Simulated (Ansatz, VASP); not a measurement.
C in VASP and in Ansatz

Contents of POSCAR:

```
C
1.0
    2.5221000000      0.0000000000      0.0000000000
   -1.2610500000      2.1842026709      0.0000000000
    0.0000000000      0.0000000000     12.3557000000
C
12
Direct
    0.6666666667      0.3333333333      0.3541700000
    0.3333333333      0.6666666667      0.8541700000
    0.6666666667      0.3333333333      0.1458300000
    0.3333333333      0.6666666667      0.6458300000
    0.6666666667      0.3333333333      0.4791700000
    0.3333333333      0.6666666667      0.9791700000
    0.6666666667      0.3333333333      0.0208300000
    0.3333333333      0.6666666667      0.5208300000
    0.0000000000      0.0000000000      0.8125000000
    0.0000000000      0.0000000000      0.3125000000
    0.0000000000      0.0000000000      0.6875000000
    0.0000000000      0.0000000000      0.1875000000
```

INCAR.step1

```
  PREC = Accurate
  ENCUT = 600
  ISMEAR = -1
  SIGMA = 0.05
  LREAL = False
  LASPH = True
  NELM = 80
  GGA = PE
  ALGO = Normal
  EDIFF = 1E-4
  LWAVE = True
  LCHARG = False
```

The input INCAR.step2:

```
  PREC = Accurate
  ENCUT = 600
  EDIFF = 1E-7
  ISMEAR = -1
  SIGMA = 0.05
  LREAL = False
  LASPH = True
  NELM = 80
  ALGO = Normal
  ISIF = 3
  LWAVE = False
  LCHARG = False
  METAGGA = R2SCAN
  LMIXTAU = True
  IBRION = 2
  NSW = 60
  EDIFFG = -0.01
  ISTART = 1
```

Contents of KPOINTS:

```
Automatic mesh
0
Gamma
  12 12 3
```

input.yaml

```yaml
crystal:
  lattice:
    - [2.5221, 0.0, 0.0]
    - [-1.26105, 2.1842026709, 0.0]
    - [0.0, 0.0, 12.3557]
  atoms:
    - { symbol: C, position: [0.6666666667, 0.3333333333, 0.35417] }
    - { symbol: C, position: [0.3333333333, 0.6666666667, 0.85417] }
    - { symbol: C, position: [0.6666666667, 0.3333333333, 0.14583] }
    - { symbol: C, position: [0.3333333333, 0.6666666667, 0.64583] }
    - { symbol: C, position: [0.6666666667, 0.3333333333, 0.47917] }
    - { symbol: C, position: [0.3333333333, 0.6666666667, 0.97917] }
    - { symbol: C, position: [0.6666666667, 0.3333333333, 0.02083] }
    - { symbol: C, position: [0.3333333333, 0.6666666667, 0.52083] }
    - { symbol: C, position: [0.0, 0.0, 0.8125] }
    - { symbol: C, position: [0.0, 0.0, 0.3125] }
    - { symbol: C, position: [0.0, 0.0, 0.6875] }
    - { symbol: C, position: [0.0, 0.0, 0.1875] }
hamiltonian:
  xc: r2scan
  pseudopotentials: { kind: paw }
kpoints:
  mp_grid: { grid: [12, 12, 3] }
scf:
  occupations: { method: fermi_dirac, width: 0.05 }
output:
  forces: true
  stress: true
relax:
  f_tol: 0.01
  max_steps: 40
  cell: { stress_tol: 0.05 }
```

Alike in both runs: task relaxation of cell and atoms; functional r2SCAN; k mesh 12 × 12 × 3; occupations fermi-dirac, width 0.05 eV; no spin polarisation.

|  | VASP | Ansatz |
| --- | --- | --- |
| version | VASP 6.6.1 | Ansatz 0.2.0 |
| potentials or method | VASP PAW PBE potentials, release 64 (C) | Ansatz PAW |
| plane-wave cutoff (eV) | 600 | 500 |
| valence electrons in the cell | 48 | 48 |

VASP gave:

- relaxed volume (Å³/atom): 5.65
- relaxed cell length with the largest relative difference (Å): 2.513

What did Ansatz give for the same quantities?

Relaxed volume (Å³/atom): 5.64; relaxed cell length with the largest relative difference (Å): 2.512.

VASP's potentials were made for PBE, not for r2SCAN.

Noted on Ansatz's run: odd divisions of the mesh miss points on the zone boundary, where band edges often lie, so the gap on the mesh can be too wide; the plane-wave basis is chosen anew once the cell has moved, so the energies of steps on either side of that aren't comparable.
